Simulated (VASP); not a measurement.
# BN (F-43m) in VASP: further runs, part 2 of 2

VASP 6.6.1.

### 3 Single point, PBE (volume scaled by 0.97)

Contents of INCAR:

```
PREC     = Accurate       # precision mode
ENCUT    = 520            # plane-wave cutoff, eV
EDIFF    = 1E-7           # SCF threshold, eV
ISMEAR   = 0              # smearing method
SIGMA    = 0.02           # smearing width, eV
LREAL    = False          # projectors in reciprocal space
LASPH    = True           # aspherical terms in the spheres
NELM     = 60             # most SCF steps
ALGO     = Normal         # electronic algorithm
ISIF     = 2              # what is computed and relaxed
LWAVE    = False          # write WAVECAR
LCHARG   = True           # write CHGCAR
GGA      = PE             # functional
LELF     = True           # ELF
LVHAR    = True         
NBANDS   = 11             # bands
```

Contents of KPOINTS:

```
Automatic mesh
0
Gamma
  12 12 12
```

Contents of POSCAR:

```
BN
1.0
    0.0000000000      1.7940332278      1.7940332278
    1.7940332278      0.0000000000      1.7940332278
    1.7940332278      1.7940332278      0.0000000000
B N
1 1
Direct
    0.2500000000      0.2500000000      0.2500000000
    0.5000000000      0.5000000000      0.5000000000
```

Potentials or basis: VASP PAW PBE potentials, release 64 (B, N).

On the command line:

```console
$ cat potpaw_PBE.64/B/POTCAR potpaw_PBE.64/N/POTCAR > POTCAR
$ mpirun -np 1 vasp_std > vasp.out
```

OUTCAR:

```text
PREC = Accurate
   ENCUT = 520
   EDIFF = 1E-7
   ISMEAR = 0
   LREAL = False
   LASPH = True
   NELM = 60
   ISIF = 2
   GGA = PE

 ion  position               nearest neighbor table
   1  0.250  0.250  0.250-   2 1.55   2 1.55   2 1.55   2 1.55
   2  0.500  0.500  0.500-   1 1.55   1 1.55   1 1.55   1 1.55

  LATTYP: Found a face centered cubic cell.
 ALAT       =     3.5880664556

  Lattice vectors:

 A1 = (   0.0000000000,   1.7940332278,   1.7940332278)
 A2 = (   1.7940332278,   0.0000000000,   1.7940332278)
 A3 = (   1.7940332278,   1.7940332278,   0.0000000000)

Analysis of symmetry for initial positions (statically):
=====================================================================
 Subroutine PRICEL returns:
 Original cell was already a primitive cell.

 Routine SETGRP: Setting up the symmetry group for a
 face centered cubic supercell.

 Subroutine GETGRP returns: Found 24 space group operations
 (whereof 24 operations were pure point group operations)
 out of a pool of 48 trial point group operations.

The static configuration has the point symmetry T_d .

Analysis of symmetry for dynamics (positions and initial velocities):
=====================================================================
 Subroutine PRICEL returns:
 Original cell was already a primitive cell.

 Routine SETGRP: Setting up the symmetry group for a
 face centered cubic supercell.

 Subroutine GETGRP returns: Found 24 space group operations
 (whereof 24 operations were pure point group operations)
 out of a pool of 48 trial point group operations.

The dynamic configuration has the point symmetry T_d .

 Subroutine INISYM returns: Found 24 space group operations
 (whereof 24 operations are pure point group operations),
 and found     1 'primitive' translations

----------------------------------------------------------------------------------------

                                     Primitive cell
[... 112 lines left out ...]
  volume/ion in A,a.u.               =       5.77        38.97
  Fermi-wavevector in a.u.,A,eV,Ry     =   1.448542  2.737347 28.548739  2.098273
  Thomas-Fermi vector in A             =   2.566371
   LORBIT       =      0    0 simple, 1 ext, 2 COOP (PROOUT), +10 PAW based schemes
   GGA     = PE    functional components
   LHFCALC =     F    Hartree Fock is set to
   AEXX    =    0.0000 exact exchange contribution
   IVDW    =     0    specifies the selected vdW correction
   LEPSILON=     F    determine dielectric tensor
   LRPA    =     F    only Hartree local field effects (RPA)
 non-spin polarized calculation
 Gauss-broadening in eV      SIGMA  =   0.02
  energy-cutoff  :      520.00
  volume of cell :       11.55
 maximum number of plane-waves:       331
   NGX =  9   NGY =  9   NGZ =  9

 number of electron       7.9999998 magnetization

 Free energy of the ion-electron system (eV)
  ---------------------------------------------------
  ext. energy  EPLUGINS =         0.00000000
  ---------------------------------------------------
  free energy    TOTEN  =       -17.43672382 eV

  energy without entropy =      -17.43672382  energy(sigma->0) =      -17.43672382

 E-fermi :   7.7823     XC(G=0): -12.9332

 val. band max:        7.6817188003   @ k =   0.0000   0.0000   0.0000
 cond. band min:      12.1646074337   @ k =   0.5000   0.5000   0.0000
 fundamental gap:      4.4828886335
 Fermi energy:         7.7823221016

 k-point     1 :       0.0000    0.0000    0.0000
  band No.  band energies     occupation
      1     -12.8064      2.00000
      2       7.6817      2.00000
      3       7.6817      2.00000
      4       7.6817      2.00000
      5      16.6085      0.00000
      6      16.6085      0.00000
      7      16.6085      0.00000
      8      18.3986      0.00000
      9      32.8586      0.00000
     10      35.7252      0.00000
     11      35.7252      0.00000
[... 309 lines left out ...]
 k-point    24 :      -0.4167    0.1667    0.0000
  band No.  band energies     occupation
      1      -8.1105      2.00000
      2      -2.5095      2.00000
      3       3.4831      2.00000
      4       5.0561      2.00000
      5      17.1085      0.00000
      6      20.0944      0.00000
      7      20.1712      0.00000
      8      23.6670      0.00000
      9      29.0167      0.00000
     10      33.3130      0.00000
     11      34.8176      0.00000

 [... further k-points ...]
[... 5 lines left out ...]
  --------------------------------------------------------------------------------------
  -------------------------------------------------------------------------------------
  Total        0.8869076      0.8869076      0.8869076     -0.0000000     -0.0000000      0.0000000
  in kB      123.0460026    123.0460026    123.0460026     -0.0000000     -0.0000000      0.0000000
  external PRESSURE =     123.0460026 kB  Pullay stress =       0.0000000 kB

 VOLUME and BASIS-vectors are now :
 -----------------------------------------------------------------------------
  energy-cutoff  :      520.00
  volume of cell :       11.55
      direct lattice vectors                 reciprocal lattice vectors
     0.000000000  1.794033228  1.794033228    -0.278701638  0.278701638  0.278701638
     1.794033228  0.000000000  1.794033228     0.278701638 -0.278701638  0.278701638
     1.794033228  1.794033228  0.000000000     0.278701638  0.278701638 -0.278701638

 POSITION                                       TOTAL-FORCE (eV/Angst)
 -----------------------------------------------------------------------------------
      0.89702      0.89702      0.89702         0.000000      0.000000      0.000000
      1.79403      1.79403      1.79403        -0.000000     -0.000000     -0.000000
 -----------------------------------------------------------------------------------
    total drift:                                0.000000      0.000000      0.000000

  FREE ENERGIE OF THE ION-ELECTRON SYSTEM (eV)
  ---------------------------------------------------
  free  energy   TOTEN  =       -17.4367238169 eV

  energy  without entropy=      -17.4367238169  energy(sigma->0) =      -17.43672382
```

Wall time 4.3 s (1 thread of Intel Xeon 6975P-C (Granite Rapids), shared host); peak memory 0.12 GiB.

What came out:

```
Free energy            : -17.4367 eV
Pressure               : 12.3 GPa
Band gap on the k mesh : 4.48 eV, indirect (least direct gap 8.93 eV)
```

Levels at points of the mesh, in eV from the valence-band top:
| k point | band 1 | band 2 | band 3 | band 4 | band 5 | band 6 | band 7 | band 8 | band 9 |
| --- | --- | --- | --- | --- | --- | --- | --- | --- | --- |
| (0.00, 0.00, 0.00) | -20.49 | 0.00 | 0.00 | 0.00 | 8.93 | 8.93 | 8.93 | 10.72 | 25.18 |
| (0.50, 0.00, 0.00) | -16.16 | -10.90 | -1.98 | -1.98 | 10.44 | 10.83 | 10.83 | 15.49 | 23.78 |
| (0.50, 0.50, 0.00) | -14.77 | -9.06 | -5.02 | -5.02 | 4.48 | 9.36 | 18.27 | 18.27 | 21.17 |

### 4 Single point, PBE (volume scaled by 0.94)

Contents of INCAR:

```
PREC = Accurate
ENCUT = 520
EDIFF = 1E-6
ISMEAR = 0
SIGMA = 0.02
LREAL = F
LASPH = T
NELM = 100
ALGO = Normal
ISIF = 2
LWAVE = F
LCHARG = T
GGA = PE
LELF = T
LVHAR = T
NBANDS = 11
```

Contents of KPOINTS:

```
regular mesh
0
Gamma
  12 12 12
```

Contents of POSCAR:

```
BN
1.0
    0.0000000000      1.7753440226      1.7753440226
    1.7753440226      0.0000000000      1.7753440226
    1.7753440226      1.7753440226      0.0000000000
B N
1 1
Direct
    0.2500000000      0.2500000000      0.2500000000
    0.5000000000      0.5000000000      0.5000000000
```

On the command line:

```console
$ cat potpaw_PBE.64/B/POTCAR potpaw_PBE.64/N/POTCAR > POTCAR
$ mpirun -np 1 vasp_std > vasp.out
```

It took 3.9 s on 1 thread of Intel Xeon 6975P-C (Granite Rapids), shared host; peak memory 0.12 GiB.

It converged, with:

```yaml
Free_energy: -17.3936 eV
Pressure: 26.2 GPa
Band_gap_on_the_k_mesh: 4.51 eV, indirect (least direct gap 9.08 eV)
```

Levels at points of the mesh, in eV from the valence-band top:
```
           k point  band 1  band 2  band 3  band 4  band 5  band 6  band 7  band 8
(0.00, 0.00, 0.00)  -20.86    0.00    0.00    0.00    9.08    9.08    9.08   11.24
(0.50, 0.00, 0.00)  -16.38  -11.20   -2.04   -2.04   10.86   11.00   11.00   15.81
(0.50, 0.50, 0.00)  -14.94   -9.27   -5.18   -5.18    4.51    9.53   18.76   18.76
```

 A k mesh can miss the band edges.

### 5 Single point, PBE (volume scaled by 1.03)

Contents of INCAR:

```
ALGO     = Normal         # electronic algorithm
EDIFF    = 1E-7           # SCF threshold, eV
ENCUT    = 520            # plane-wave cutoff, eV
GGA      = PE             # functional
ISIF     = 2              # what is computed and relaxed
ISMEAR   = 0              # smearing method
LASPH    = T              # aspherical terms in the spheres
LCHARG   = F              # write CHGCAR
LREAL    = F              # projectors in reciprocal space
LWAVE    = F              # write WAVECAR
NBANDS   = 11             # bands
NELM     = 60             # most SCF steps
PREC     = Accurate       # precision mode
SIGMA    = 0.02           # smearing width, eV
```

Contents of KPOINTS:

```
k-points
0
Gamma
  12 12 12
```

Contents of POSCAR:

```
BN
1.0
    0.0000000000      1.8302860907      1.8302860907
    1.8302860907      0.0000000000      1.8302860907
    1.8302860907      1.8302860907      0.0000000000
B N
1 1
Direct
    0.2500000000      0.2500000000      0.2500000000
    0.5000000000      0.5000000000      0.5000000000
```

On the command line:

```console
$ cat potpaw_PBE.64/B/POTCAR potpaw_PBE.64/N/POTCAR > POTCAR
$ mpirun -np 1 vasp_std > vasp.out
```

Wall time 4.1 s (1 thread of Intel Xeon 6975P-C (Granite Rapids), shared host); peak memory 0.12 GiB.

The run converged. Its results:

```yaml
Free_energy: -17.4402 eV
Pressure: -10.2 GPa
Band_gap_on_the_k_mesh: 4.42 eV, indirect (least direct gap 8.64 eV)
```

Levels at points of the mesh, in eV from the valence-band top:
```
           k point  band 2  band 3  band 4  band 5  band 6  band 7
(0.00, 0.00, 0.00)    0.00    0.00    0.00    8.64    8.64    8.64
(0.50, 0.00, 0.00)  -10.35   -1.87   -1.87    9.66   10.50   10.50
(0.50, 0.50, 0.00)   -8.68   -4.72   -4.72    4.42    9.02   17.35
```

 A k mesh can miss the band edges.

### 6 The runs side by side

```tsv
cell	gap on the mesh (eV)	pressure (GPa)
a = 2.563 Å, angles 60.0°, 2 atoms	4.45	0.2
a = 2.537 Å, angles 60.0°, 2 atoms	4.48	12.3
a = 2.511 Å, angles 60.0°, 2 atoms	4.51	26.2
a = 2.588 Å, angles 60.0°, 2 atoms	4.42	-10.2
```

Alike in all rows: task single point; level PBE; potentials or basis VASP PAW PBE potentials, release 64 (B, N); no spin polarisation; k mesh 12 × 12 × 12; cutoff (eV) 520; smearing gaussian 0.02 eV.

Total energies depend on the potentials used, so only differences within one code and one set of settings carry meaning.
